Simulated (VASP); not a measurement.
# GaAs (F-43m) in VASP: single point with LDA

Aim: the single point of GaAs with LDA.

All numbers are computed with VASP 6.6.1; they aren't measurements. Logs are shortened: lines on timing, memory, paths and dates and some standing lists are left out, and cuts for length are marked.

### Step 1. The cell of the first run

It takes space group F-43m (No. 216, cubic). Conventional cell: a = 5.603 Å, b = 5.603 Å, c = 5.603 Å, α = 90.00°, β = 90.00°, γ = 90.00°. Ga (site symmetry -43m) has 4 As at 2.43 Å within 3.2 Å. Within 3.2 Å of As (site symmetry -43m) lie 4 Ga at 2.43 Å.

### Step 2. Single point, LDA

The input, INCAR:

```
PREC = Accurate
ENCUT = 520
EDIFF = 1E-6
ISMEAR = 0
SIGMA = 0.02
LREAL = Auto
LASPH = T
NELM = 80
ALGO = Normal
ISIF = 2
LWAVE = F
LCHARG = F
GGA = CA
NBANDS = 166
```

The input, KPOINTS:

```
regular mesh
0
Gamma
  3 3 3
```

The input, POSCAR:

```
GaAs
1.0
    5.6033815906     -5.6033815906      5.6033815906
   -5.6033815906     -5.6033815906     -5.6033815906
    5.6033815906      5.6033815906     -5.6033815906
Ga As
16 16
Direct
    0.5000000000      0.7500000000      0.7500000000
    0.7500000000      0.7500000000      0.5000000000
    0.7500000000      0.5000000000      0.7500000000
    0.0000000000      0.7500000000      0.2500000000
    0.0000000000      0.5000000000      0.5000000000
    0.0000000000      0.2500000000      0.7500000000
    0.2500000000      0.7500000000      0.0000000000
    0.2500000000      0.5000000000      0.2500000000
    0.2500000000      0.2500000000      0.5000000000
    0.2500000000      0.0000000000      0.7500000000
    0.5000000000      0.5000000000      0.0000000000
    0.5000000000      0.2500000000      0.2500000000
    0.5000000000      0.0000000000      0.5000000000
    0.7500000000      0.2500000000      0.0000000000
    0.7500000000      0.0000000000      0.2500000000
    0.0000000000      0.0000000000      0.0000000000
    0.5000000000      0.0000000000      0.7500000000
    0.7500000000      0.0000000000      0.5000000000
    0.7500000000      0.7500000000      0.7500000000
    0.0000000000      0.0000000000      0.2500000000
    0.0000000000      0.7500000000      0.5000000000
    0.0000000000      0.5000000000      0.7500000000
    0.2500000000      0.0000000000      0.0000000000
    0.2500000000      0.7500000000      0.2500000000
    0.2500000000      0.5000000000      0.5000000000
    0.2500000000      0.2500000000      0.7500000000
    0.5000000000      0.7500000000      0.0000000000
    0.5000000000      0.5000000000      0.2500000000
    0.5000000000      0.2500000000      0.5000000000
    0.7500000000      0.5000000000      0.0000000000
    0.7500000000      0.2500000000      0.2500000000
    0.0000000000      0.2500000000      0.0000000000
```

Potentials or basis: VASP PAW LDA potentials, release 64 (Ga_d, As).

The run is started by

```
$ cat potpaw_LDA.64/Ga_d/POTCAR potpaw_LDA.64/As/POTCAR > POTCAR
$ mpirun -np 1 vasp_std > vasp.out
```

OUTCAR:

```text
PREC = Accurate
   ENCUT = 520
   EDIFF = 1E-6
   ISMEAR = 0
   LREAL = Auto
   LASPH = T
   NELM = 80
   ISIF = 2
   GGA = CA

 ion  position               nearest neighbor table
   1  0.500  0.750  0.750-  17 2.43  19 2.43  25 2.43  27 2.43
   2  0.750  0.750  0.500-  18 2.43  19 2.43  21 2.43  28 2.43
   3  0.750  0.500  0.750-  19 2.43  22 2.43  29 2.43  30 2.43
   4  0.000  0.750  0.250-  20 2.43  21 2.43  24 2.43  30 2.43
   5  0.000  0.500  0.500-  21 2.43  22 2.43  25 2.43  31 2.43
   6  0.000  0.250  0.750-  18 2.43  22 2.43  26 2.43  32 2.43
[... 24 lines left out ...]
  31  0.750  0.250  0.250-   5 2.43  12 2.43  14 2.43  15 2.43
  32  0.000  0.250  0.000-   6 2.43   8 2.43  14 2.43  16 2.43

  LATTYP: Found a body centered cubic cell.
 ALAT       =    11.2067631812

  Lattice vectors:

 A1 = (   5.6033815906,  -5.6033815906,   5.6033815906)
 A2 = (  -5.6033815906,  -5.6033815906,  -5.6033815906)
 A3 = (   5.6033815906,   5.6033815906,  -5.6033815906)

Analysis of symmetry for initial positions (statically):
=====================================================================
 Subroutine PRICEL returns following result:

  LATTYP: Found a face centered cubic cell.
 ALAT       =     5.6033815906

  Lattice vectors:

 A1 = (  -2.8016907953,   0.0000000000,  -2.8016907953)
 A2 = (  -2.8016907953,   2.8016907953,  -0.0000000000)
 A3 = (   0.0000000000,   2.8016907953,  -2.8016907953)

  16 primitive cells build up your supercell.

 Routine SETGRP: Setting up the symmetry group for a
 body centered cubic supercell.

 Subroutine GETGRP returns: Found 24 space group operations
 (whereof 24 operations were pure point group operations)
 out of a pool of 48 trial point group operations.

The static configuration has the point symmetry T_d .

Analysis of symmetry for dynamics (positions and initial velocities):
=====================================================================
 Subroutine PRICEL returns following result:

  LATTYP: Found a face centered cubic cell.
 ALAT       =     5.6033815906

  Lattice vectors:

 A1 = (  -2.8016907953,   0.0000000000,  -2.8016907953)
 A2 = (  -2.8016907953,   2.8016907953,  -0.0000000000)
 A3 = (   0.0000000000,   2.8016907953,  -2.8016907953)

  16 primitive cells build up your supercell.

 Routine SETGRP: Setting up the symmetry group for a
 body centered cubic supercell.

 Subroutine GETGRP returns: Found 24 space group operations
 (whereof 24 operations were pure point group operations)
 out of a pool of 48 trial point group operations.

The dynamic configuration has the point symmetry T_d .

 Subroutine INISYM returns: Found 24 space group operations
 (whereof 24 operations are pure point group operations),
 and found    16 'primitive' translations

----------------------------------------------------------------------------------------

                                     Primitive cell

  volume of cell :      43.9836

  direct lattice vectors                    reciprocal lattice vectors
    -2.801690795  0.000000000 -2.801690795    -0.178463662 -0.178463662 -0.178463662
    -2.801690795  2.801690795 -0.000000000    -0.178463662  0.178463662  0.178463662
     0.000000000  2.801690795 -2.801690795     0.178463662  0.178463662 -0.178463662

  length of vectors
     3.962189120  3.962189120  3.962189120     0.309108130  0.309108130  0.309108130

  position of ions in fractional coordinates (direct lattice)
     1.000000000  0.000000000  0.000000000
     0.750000000  0.750000000  0.750000000

  ion indices of the primitive-cell ions
   primitive index   ion index
                 1           1
                 2          17

----------------------------------------------------------------------------------------

 KPOINTS: regular mesh

Automatic generation of k-mesh.
 Grid dimensions read from file:
 generate k-points for:    3    3    3

 Generating k-lattice:

  Cartesian coordinates                     Fractional coordinates (reciprocal lattice)
     0.029743944 -0.029743944  0.000000000     0.333333333  0.000000000  0.000000000
     0.000000000 -0.029743944 -0.029743944     0.000000000  0.333333333  0.000000000
     0.029743944  0.000000000 -0.029743944     0.000000000  0.000000000  0.333333333

  Length of vectors
     0.042064289  0.042064289  0.042064289

  Shift w.r.t. Gamma in fractional coordinates (k-lattice)
     0.000000000  0.000000000  0.000000000

 Subroutine IBZKPT returns following result:
 ===========================================

 Found      4 irreducible k-points:

 Following reciprocal coordinates:
            Coordinates               Weight
  0.000000  0.000000  0.000000      1.000000
  0.333333  0.000000  0.000000     12.000000
  0.333333  0.333333  0.000000      8.000000
 -0.333333  0.333333  0.333333      6.000000
   k-points           NKPTS =      4   k-points in BZ     NKDIM =      4   number of bands    NBANDS=    166
   number of dos      NEDOS =    301   number of ions     NIONS =     32
   total plane-waves  NPLWV = 373248
   dimension x,y,z NGX =    72 NGY =   72 NGZ =   72
   dimension x,y,z NGXF=   144 NGYF=  144 NGZF=  144
   ions per type =              16  16
   NGX,Y,Z   is equivalent  to a cutoff of  12.33, 12.33, 12.33 a.u.
   NGXF,Y,Z  is equivalent  to a cutoff of  24.67, 24.67, 24.67 a.u.
 SYSTEM =  unknown system
   PREC   = accura    normal or accurate (medium, high low for compatibility)
   ISTART =      0    job   : 0-new  1-cont  2-samecut
   ICHARG =      2    charge: 1-file 2-atom 10-const
   ISPIN  =      1    spin polarized calculation?
   LNONCOLLINEAR =      F non collinear calculations
   LSORBIT =      F    spin-orbit coupling
   LASPH  =      T    aspherical Exc in radial PAW
   ENCUT  =  520.0 eV  38.22 Ry    6.18 a.u.  18.05 18.05 18.05*2*pi/ulx,y,z
   NELM   =     80;   NELMIN=  2; NELMDL= -5     # of ELM steps
   EDIFF  = 0.1E-05   stopping-criterion for ELM
   LREAL  =      T    real-space projection
   EDIFFG = 0.1E-04   stopping-criterion for IOM
   NSW    =      0    number of steps for IOM
[... 5 lines left out ...]
   TEBEG  =    0.0;   TEEND  =   0.0 temperature during run
   PSTRESS=    0.0 pullay stress
   NELECT =     288.0000    total number of electrons
   NUPDOWN=      -1.0000    fix difference up-down
   EMIN   =  10.00;   EMAX   =-10.00  energy-range for DOS
   EFERMI =   0.00;   METHOD = LEGACY
   ISMEAR =     0;   SIGMA  =   0.02  broadening in eV -4-tet -1-fermi 0-gaus
   EFERMI_NEDOS =   21; number of points for ismear=-14 and -15
   IALGO  =     38    algorithm
   IMIX   =      4    mixing-type and parameters
     AMIX     =   0.40;   BMIX     =  1.00
     AMIX_MAG =   1.60;   BMIX_MAG =  1.00
  volume/ion in A,a.u.               =      21.99       148.41
  Fermi-wavevector in a.u.,A,eV,Ry     =   1.215445  2.296859 20.099990  1.477308
  Thomas-Fermi vector in A             =   2.350832
   LORBIT       =      0    0 simple, 1 ext, 2 COOP (PROOUT), +10 PAW based schemes
   GGA     = CA    functional components
   LHFCALC =     F    Hartree Fock is set to
   AEXX    =    0.0000 exact exchange contribution
   IVDW    =     0    specifies the selected vdW correction
   LEPSILON=     F    determine dielectric tensor
   LRPA    =     F    only Hartree local field effects (RPA)
 non-spin polarized calculation
 Gauss-broadening in eV      SIGMA  =   0.02
  energy-cutoff  :      520.00
  volume of cell :      703.74
 maximum number of plane-waves:     19069
   NGX = 37   NGY = 37   NGZ = 37

 number of electron     287.9999702 magnetization

 Free energy of the ion-electron system (eV)
  ---------------------------------------------------
  ext. energy  EPLUGINS =         0.00000000
  ---------------------------------------------------
  free energy    TOTEN  =      -154.25958954 eV

  energy without entropy =     -154.25958954  energy(sigma->0) =     -154.25958954

 E-fermi :   4.1473     XC(G=0): -10.0313

 val. band max:        4.0598699499   @ k =   0.0000   0.0000   0.0000
 cond. band min:       4.5947315323   @ k =   0.0000   0.0000   0.0000
 fundamental gap:      0.5348615824
 Fermi energy:         4.1473369771

 k-point     1 :       0.0000    0.0000    0.0000
  band No.  band energies     occupation
      1     -11.0377      2.00000
      2     -11.0377      2.00000
      3     -11.0377      2.00000
      4     -11.0009      2.00000
      5     -11.0009      2.00000
      6     -11.0009      2.00000
[... 148 lines left out ...]
    155       6.7487      0.00000
    156       6.7487      0.00000

 k-point     2 :       0.3333    0.0000    0.0000
  band No.  band energies     occupation
      1     -11.0316      2.00000
      2     -11.0288      2.00000
      3     -11.0288      2.00000
      4     -11.0185      2.00000
      5     -11.0112      2.00000
      6     -11.0112      2.00000
[... 148 lines left out ...]
    155       6.5452      0.00000
    156       6.6516      0.00000

 k-point     3 :       0.3333    0.3333    0.0000
  band No.  band energies     occupation
      1     -11.0211      2.00000
      2     -11.0211      2.00000
      3     -11.0211      2.00000
      4     -11.0211      2.00000
      5     -11.0211      2.00000
      6     -11.0211      2.00000
[... 148 lines left out ...]
    155       6.5008      0.00000
    156       6.5008      0.00000

 k-point     4 :      -0.3333    0.3333    0.3333
  band No.  band energies     occupation
      1     -11.0276      2.00000
      2     -11.0276      2.00000
      3     -11.0207      2.00000
      4     -11.0207      2.00000
      5     -11.0207      2.00000
      6     -11.0207      2.00000
[... 148 lines left out ...]
    155       6.6019      0.00000
    156       7.1617      0.00000
 [bands above 156 left out]

------------------------ aborting loop because EDIFF is reached ----------------------------------------

  FORCE on cell =-STRESS in cart. coord.  units (eV):
  Direction    XX          YY          ZZ          XY          YZ          ZX
  --------------------------------------------------------------------------------------
  -------------------------------------------------------------------------------------
  Total        0.7396098      0.7396098      0.7396098      0.0000000      0.0000000     -0.0000000
  in kB        1.6838471      1.6838471      1.6838471      0.0000000      0.0000000     -0.0000000
  external PRESSURE =       1.6838471 kB  Pullay stress =       0.0000000 kB

 VOLUME and BASIS-vectors are now :
 -----------------------------------------------------------------------------
  energy-cutoff  :      520.00
  volume of cell :      703.74
      direct lattice vectors                 reciprocal lattice vectors
     5.603381591 -5.603381591  5.603381591     0.089231831 -0.089231831  0.000000000
    -5.603381591 -5.603381591 -5.603381591     0.000000000 -0.089231831 -0.089231831
     5.603381591  5.603381591 -5.603381591     0.089231831  0.000000000 -0.089231831

 POSITION                                       TOTAL-FORCE (eV/Angst)
 -----------------------------------------------------------------------------------
      2.80169     -2.80169     -5.60338        -0.000000      0.000000      0.000000
      2.80169     -5.60338     -2.80169        -0.000000     -0.000000      0.000000
      5.60338     -2.80169     -2.80169        -0.000000      0.000000      0.000000
     -2.80169     -2.80169     -5.60338         0.000000     -0.000000      0.000000
      0.00000      0.00000     -5.60338        -0.000000      0.000000      0.000000
      2.80169      2.80169     -5.60338        -0.000000      0.000000      0.000000
[... 24 lines left out ...]
      4.20254     -4.20254      1.40085         0.000000     -0.000000     -0.000000
     -1.40085     -1.40085     -1.40085         0.000000     -0.000000     -0.000000
 -----------------------------------------------------------------------------------
    total drift:                                0.000015     -0.000017     -0.000015

  FREE ENERGIE OF THE ION-ELECTRON SYSTEM (eV)
  ---------------------------------------------------
  free  energy   TOTEN  =      -154.2595895422 eV

  energy  without entropy=     -154.2595895422  energy(sigma->0) =     -154.25958954
```

Wall time 13 min (1 thread of Intel Xeon Platinum 8488C (Sapphire Rapids), shared host); peak memory 0.73 GiB.

Results:

| Item | Value |
| --- | --- |
| Free energy | -154.2596 eV |
| Pressure | 0.2 GPa |
| Band gap on the k mesh | 0.53 eV |

Levels at points of the mesh, in eV from the valence-band top:
| k point | band 142 | band 143 | band 144 | band 145 | band 146 | band 147 |
| --- | --- | --- | --- | --- | --- | --- |
| (0.00, 0.00, 0.00) | 0.00 | 0.00 | 0.00 | 0.53 | 1.29 | 1.29 |

Caveat: semilocal functionals underestimate gaps, and a narrow one can read as zero.
